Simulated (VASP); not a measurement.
# TiMnS2 (P-4m2) in VASP: relaxation of cell and atoms with PBE

Aim: the relaxation of cell and atoms of TiMnS2 with PBE.

All numbers are computed with VASP 6.6.1; they aren't measurements. Logs are shortened: lines on timing, memory, paths and dates and some standing lists are left out, and cuts for length are marked.

**1. The cell of the first run**

It takes space group P-4m2 (No. 115, tetragonal). The conventional cell has a = 3.860 Å, b = 3.860 Å, c = 5.480 Å, α = 90.00°, β = 90.00°, γ = 90.00°. Within 3.1 Å of Ti (site symmetry -4m2) lie 4 S at 2.37 Å. Within 3.1 Å of Mn (site symmetry -4m2) lie 4 S at 2.36 Å. S (site symmetry 2mm) has 2 Mn at 2.36 Å and 2 Ti at 2.37 Å within 3.1 Å.

**2. Relaxation of cell and atoms, PBE, collinear spin, ferrimagnetic start**

Contents of INCAR:

```
PREC = Accurate ; ENCUT = 500
EDIFF = 1E-7 ; ISMEAR = 0
SIGMA = 0.1 ; LREAL = False
LASPH = True ; NELM = 200
ALGO = Normal ; ISIF = 3
LWAVE = False ; LCHARG = False
ISPIN = 2 ; MAGMOM = -0.86 3.97 0 0
LORBIT = 11 ; LMAXMIX = 4
GGA = PE ; IBRION = 2
NSW = 100 ; EDIFFG = -0.01
GGA_COMPAT = False ; NELMIN = 4
KPAR = 4
```

Contents of KPOINTS:

```
regular mesh
0
Gamma
  12 12 8
```

Contents of POSCAR:

```
TiMnS2
1.0
    3.8595523422      0.0000000000      0.0000000000
    0.0000000000      3.8595523422      0.0000000000
    0.0000000000      0.0000000000      5.4801074623
Ti Mn S
1 1 2
Direct
    0.5000000000      0.5000000000      0.5000000000
    0.0000000000      0.0000000000      0.0000000000
    0.5000000000      0.0000000000      0.7523929163
    0.0000000000      0.5000000000      0.2476070837
```

Potentials or basis: VASP PAW PBE potentials, release 64 (Ti_sv, Mn_pv, S).

Command:

```
$ cat potpaw_PBE.64/Ti_sv/POTCAR potpaw_PBE.64/Mn_pv/POTCAR potpaw_PBE.64/S/POTCAR > POTCAR
$ mpirun -np 4 vasp_std > vasp.out
```

OUTCAR:

```text
PREC = Accurate
   ENCUT = 500
   EDIFF = 1E-7
   ISMEAR = 0
   LREAL = False
   LASPH = True
   NELM = 200
   ISIF = 3
   ISPIN = 2
   LORBIT = 11
   GGA = PE
   IBRION = 2
   NSW = 100
   EDIFFG = -0.01
   NELMIN = 4

 ion  position               nearest neighbor table
   1  0.500  0.500  0.500-   3 2.37   4 2.37   3 2.37   4 2.37
   2  0.000  0.000  0.000-   3 2.36   4 2.36   4 2.36   3 2.36
   3  0.500  0.000  0.752-   2 2.36   2 2.36   1 2.37   1 2.37
   4  0.000  0.500  0.248-   2 2.36   2 2.36   1 2.37   1 2.37

  LATTYP: Found a simple tetragonal cell.
 ALAT       =     3.8595523422
 C/A-ratio  =     1.4198816278

  Lattice vectors:

 A1 = (   3.8595523422,   0.0000000000,   0.0000000000)
 A2 = (   0.0000000000,   3.8595523422,   0.0000000000)
 A3 = (   0.0000000000,   0.0000000000,   5.4801074623)

Analysis of symmetry for initial positions (statically):
=====================================================================
 Subroutine PRICEL returns:
 Original cell was already a primitive cell.

 Routine SETGRP: Setting up the symmetry group for a
 simple tetragonal supercell.

 Subroutine GETGRP returns: Found  8 space group operations
 (whereof  8 operations were pure point group operations)
 out of a pool of 16 trial point group operations.

The static configuration has the point symmetry D_2d.

Analysis of symmetry for dynamics (positions and initial velocities):
=====================================================================
 Subroutine PRICEL returns:
 Original cell was already a primitive cell.

 Routine SETGRP: Setting up the symmetry group for a
 simple tetragonal supercell.

 Subroutine GETGRP returns: Found  8 space group operations
 (whereof  8 operations were pure point group operations)
 out of a pool of 16 trial point group operations.

The dynamic configuration has the point symmetry D_2d.

Analysis of structural, dynamic, and magnetic symmetry:
=====================================================================
 Subroutine PRICEL returns:
 Original cell was already a primitive cell.

 Routine SETGRP: Setting up the symmetry group for a
 simple tetragonal supercell.

 Subroutine GETGRP returns: Found  8 space group operations
 (whereof  8 operations were pure point group operations)
 out of a pool of 16 trial point group operations.

The overall configuration has the point symmetry D_2d.

[... 116 lines left out ...]
   EFERMI =   0.00;   METHOD = LEGACY
   ISMEAR =     0;   SIGMA  =   0.10  broadening in eV -4-tet -1-fermi 0-gaus
   EFERMI_NEDOS =   21; number of points for ismear=-14 and -15
   IALGO  =     38    algorithm
   IMIX   =      4    mixing-type and parameters
     AMIX     =   0.40;   BMIX     =  1.00
     AMIX_MAG =   1.60;   BMIX_MAG =  1.00
  volume/ion in A,a.u.               =      20.41       137.72
  Fermi-wavevector in a.u.,A,eV,Ry     =   1.257538  2.376402 21.516275  1.581402
  Thomas-Fermi vector in A             =   2.391192
   LORBIT       =     11    0 simple, 1 ext, 2 COOP (PROOUT), +10 PAW based schemes
   GGA     = PE    functional components
   LHFCALC =     F    Hartree Fock is set to
   AEXX    =    0.0000 exact exchange contribution
   IVDW    =     0    specifies the selected vdW correction
   LEPSILON=     F    determine dielectric tensor
   LRPA    =     F    only Hartree local field effects (RPA)
 conjugate gradient relaxation of ions
 spin polarized calculation
 Gauss-broadening in eV      SIGMA  =   0.10
  energy-cutoff  :      500.00
  volume of cell :       81.63
 maximum number of plane-waves:      2112
   NGX = 15   NGY = 15   NGZ = 19

--------------------------------------- Ionic step        1  -------------------------------------------

 number of electron      36.9999987 magnetization       2.9999925

 Free energy of the ion-electron system (eV)
  ---------------------------------------------------
  ext. energy  EPLUGINS =         0.00000000
  ---------------------------------------------------
  free energy    TOTEN  =       -28.23412299 eV

  energy without entropy =      -28.20960992  energy(sigma->0) =      -28.22186646

------------------------ aborting loop because EDIFF is reached ----------------------------------------

  FORCE on cell =-STRESS in cart. coord.  units (eV):
  Direction    XX          YY          ZZ          XY          YZ          ZX
  --------------------------------------------------------------------------------------
  -------------------------------------------------------------------------------------
  Total        0.0175411      0.0175411     -0.0897844      0.0000000      0.0000000      0.0000000
  in kB        0.3442743      0.3442743     -1.7621726      0.0000000      0.0000000      0.0000000
  external PRESSURE =      -0.3578747 kB  Pullay stress =       0.0000000 kB
[... 215 lines left out ...]
--------------------------------------- Ionic step        7  -------------------------------------------

 number of electron      36.9999982 magnetization       2.9999995

 Free energy of the ion-electron system (eV)
  ---------------------------------------------------
  ext. energy  EPLUGINS =         0.00000000
  ---------------------------------------------------
  free energy    TOTEN  =       -28.23493362 eV

  energy without entropy =      -28.21005688  energy(sigma->0) =      -28.22249525

 E-fermi :   5.8714     XC(G=0):  -9.7850

 val. band max:        5.8713742396   @ k =   0.4167   0.2500   0.0000
 cond. band min:       5.8735624329   @ k =   0.1667   0.0000   0.2500
 fundamental gap:      0.0021881934
 Fermi energy:         5.8713814225

 spin component 1

 k-point     1 :       0.0000    0.0000    0.0000
  band No.  band energies     occupation
      1     -51.1688      1.00000
      2     -44.3516      1.00000
      3     -44.3007      1.00000
      4     -44.3007      1.00000
      5     -27.4643      1.00000
      6     -27.4643      1.00000
[... 637 lines left out ...]
     23       6.8287      0.00000
     24       7.4090      0.00000

 [... further k-points ...]

 spin component 2

 k-point     1 :       0.0000    0.0000    0.0000
  band No.  band energies     occupation
      1     -52.0477      1.00000
      2     -40.3101      1.00000
      3     -40.3101      1.00000
      4     -40.2844      1.00000
      5     -28.3715      1.00000
      6     -28.3258      1.00000
[... 670 lines left out ...]
  FREE ENERGIE OF THE ION-ELECTRON SYSTEM (eV)
  ---------------------------------------------------
  free  energy   TOTEN  =       -28.2349336249 eV

  energy  without entropy=      -28.2100568781  energy(sigma->0) =      -28.22249525

 reached required accuracy - stopping structural energy minimisation

 total charge

# of ion       s       p       d       tot
------------------------------------------
    1        2.172   6.110   1.958  10.241
    2        0.254   6.217   5.044  11.515
    3        1.316   2.463   0.000   3.779
    4        1.316   2.463   0.000   3.779
--------------------------------------------------
tot          5.058  17.254   7.002  29.314

 magnetization (x)

# of ion       s       p       d       tot
------------------------------------------
    1       -0.003  -0.008  -0.877  -0.888
    2        0.030   0.043   3.725   3.798
    3        0.006   0.042   0.000   0.048
    4        0.006   0.042   0.000   0.048
--------------------------------------------------
tot          0.038   0.119   2.848   3.005
```

CONTCAR:

```text
TiMnS2
   1.00000000000000
     3.8884518826988699    0.0000000000000000    0.0000000000000000
     0.0000000000000000    3.8884518826988699    0.0000000000000000
     0.0000000000000000    0.0000000000000000    5.4073014985643422
  Ti              Mn              S
     1     1     2
Direct
     0.5000000000000000    0.5000000000000000    0.5000000000000000
     0.0000000000000000    0.0000000000000000    1.0000000000000000
     0.5000000000000000    0.0000000000000000    0.7517399232734693
     0.0000000000000000    0.5000000000000000    0.2482600767265307

  0.00000000E+00  0.00000000E+00  0.00000000E+00
  0.00000000E+00  0.00000000E+00  0.00000000E+00
  0.00000000E+00  0.00000000E+00  0.00000000E+00
  0.00000000E+00  0.00000000E+00  0.00000000E+00
```

Run time: 5.5 min. Hardware: 4 MPI ranks of Intel Xeon 6975P-C (Granite Rapids), shared host; peak memory 0.51 GiB.

What came out:

* Free energy: -28.2349 eV
* Relaxed volume: 20.44 Å³/atom
* Relaxed cell: a = 3.888 Å, b = 3.888 Å, c = 5.407 Å, α = 90.00°, β = 90.00°, γ = 90.00°
* Space group after relaxing (to 0.05 Å): P-4m2 (No. 115)
* Energy gained by relaxing: 0.2 meV/atom
* Ionic steps: 7
* Pressure after relaxing: -0.1 GPa
* Largest force after relaxing: 0.005 eV/Å
* Band gap on the k mesh: zero (filled and empty bands overlap)
* Net moment: 3.00 μB per cell
* Site moments: Ti -0.89; Mn +3.80; S +0.05 μB
* Valence electrons inside the program's atomic spheres: Ti 10.24; Mn 11.52; S 3.78

Forces on the atoms (eV/Å):
```
Ti   0.000  0.000  0.000
Mn   0.000  0.000  0.000
S    0.000  0.000  0.005
S    0.000  0.000 -0.005
```

The path:
| step | energy change (eV) | largest force (eV/Å) | pressure (GPa) | volume (Å³) |
| --- | --- | --- | --- | --- |
| 1 | 0.0000 | 0.0086 | -0.04 | 81.63 |
| 2 | -0.0001 | 0.0034 | 0.01 | 81.58 |
| 3 | -0.0002 | 0.0114 | 0.16 | 81.42 |
| 4 | -0.0003 | 0.0113 | 0.15 | 81.43 |
| 5 | -0.0004 | 0.0105 | 0.12 | 81.48 |
| 6 | -0.0006 | 0.0086 | 0.06 | 81.57 |
| 7 | -0.0008 | 0.0048 | -0.06 | 81.76 |

Final structure:
```
Ti Mn S
1.0
     3.88845    0.00000    0.00000
     0.00000    3.88845    0.00000
     0.00000    0.00000    5.40730
Ti Mn S
1 1 2
Direct
  0.50000 0.50000 0.50000
  0.00000 0.00000 0.00000
  0.50000 0.00000 0.75174
  0.00000 0.50000 0.24826
```

Levels at points of the mesh, in eV from the Fermi level:
Spin up:
```
           k point  band 17  band 18  band 19  band 20  band 21  band 22  band 23  band 24
(0.00, 0.00, 0.00)    -2.54    -1.92    -0.97    -0.97     0.65     1.14     1.62     1.90
(0.50, 0.00, 0.00)    -2.38    -1.85    -1.56    -1.38     1.03     1.26     1.56     1.74
(0.50, 0.50, 0.00)    -2.53    -2.53    -2.12    -1.84     0.39     0.39     0.65     1.32
(0.00, 0.00, 0.50)    -2.69    -1.54    -0.61    -0.61     1.12     1.34     2.12     2.52
(0.50, 0.00, 0.50)    -2.26    -1.93    -1.15    -0.99     0.96     1.15     1.40     2.14
(0.50, 0.50, 0.50)    -2.67    -2.55    -2.41    -1.93     0.69     0.69     1.27     1.40
```
Spin down:
| k point | band 13 | band 14 | band 15 | band 16 | band 17 | band 18 | band 19 | band 20 | band 21 | band 22 |
| --- | --- | --- | --- | --- | --- | --- | --- | --- | --- | --- |
| (0.00, 0.00, 0.00) | -4.21 | -3.98 | -3.98 | -0.86 | -0.03 | 0.01 | 0.82 | 1.04 | 1.04 | 1.09 |
| (0.50, 0.00, 0.00) | -4.47 | -4.06 | -4.00 | -0.22 | 0.02 | 0.16 | 0.25 | 0.48 | 1.06 | 1.61 |
| (0.50, 0.50, 0.00) | -3.92 | -3.92 | -3.87 | -0.97 | -0.97 | 0.07 | 0.36 | 0.93 | 1.03 | 1.03 |
| (0.00, 0.00, 0.50) | -4.31 | -3.96 | -3.96 | -0.67 | -0.09 | 0.10 | 0.96 | 1.99 | 1.99 | 2.04 |
| (0.50, 0.00, 0.50) | -4.08 | -4.03 | -3.91 | 0.09 | 0.11 | 0.31 | 0.62 | 0.84 | 0.88 | 1.89 |
| (0.50, 0.50, 0.50) | -4.83 | -4.05 | -4.05 | -0.92 | -0.92 | -0.05 | 0.04 | 0.42 | 1.15 | 1.26 |

Caveat: a cell with one magnetic atom can't hold antiferromagnetic order, which such compounds often take; semilocal functionals often make such compounds metallic where correlation or magnetic order opens a gap, which also shifts bond lengths. With open d or f shells a metallic result of PBE can be an artefact of self-interaction; +U or a hybrid may open a gap.
